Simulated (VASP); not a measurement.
Crystal: NbBSe4.

```
Nb B Se
1.0
     0.00000    3.82318    3.82318
     3.82318    0.00000    3.82318
     3.82318    3.82318    0.00000
Nb B Se
1 1 4
Direct
  0.25000 0.25000 0.25000
  0.00000 0.00000 0.00000
  0.62442 0.62442 0.62442
  0.62442 0.62442 0.12674
  0.62442 0.12674 0.62442
  0.12674 0.62442 0.62442
```

```yaml
Program: VASP 6.6.1
Task: relaxation of cell and atoms
Functional: r2SCAN
Dispersion: rVV10
Potentials_or_basis: VASP PAW PBE potentials, release 64 (Nb_sv, B, Se)
Cutoff: 600 eV
k_mesh: 6 × 6 × 6
Occupations: fermi-dirac, width 0.03 eV
Spin: no spin polarisation
```

At the start: pressure 2.2 GPa; volume 18.63 Å³/atom.

Question: How do energy, volume and symmetry change on relaxing?

Answer: Over 5 steps the energy falls by 3.5 meV/atom and the volume is 19.15 Å³/atom (+2.8 %); space group F-43m (No. 216, to 0.1 Å) before and after.

The path:
```
step  energy change (eV)  largest force (eV/Å)  pressure (GPa)  volume (Å³)
   1              0.0000                0.0541            2.22       111.76
   2             -0.0187                0.0146           -0.73       116.00
   3             -0.0212                0.0242           -0.01       114.87
   4             -0.0212                0.0236           -0.05       114.94
   5             -0.0213                0.0039           -0.04       114.93
```

Final structure:
```
Nb B Se
1.0
     0.00000    3.85892    3.85892
     3.85892    0.00000    3.85892
     3.85892    3.85892    0.00000
Nb B Se
1 1 4
Direct
  0.25000 0.25000 0.25000
  0.00000 0.00000 0.00000
  0.62418 0.62418 0.62418
  0.62418 0.62418 0.12745
  0.62418 0.12745 0.62418
  0.12745 0.62418 0.62418
```

Caveat: the PAW data sets were made with another functional, which shifts forces and pressure a little.
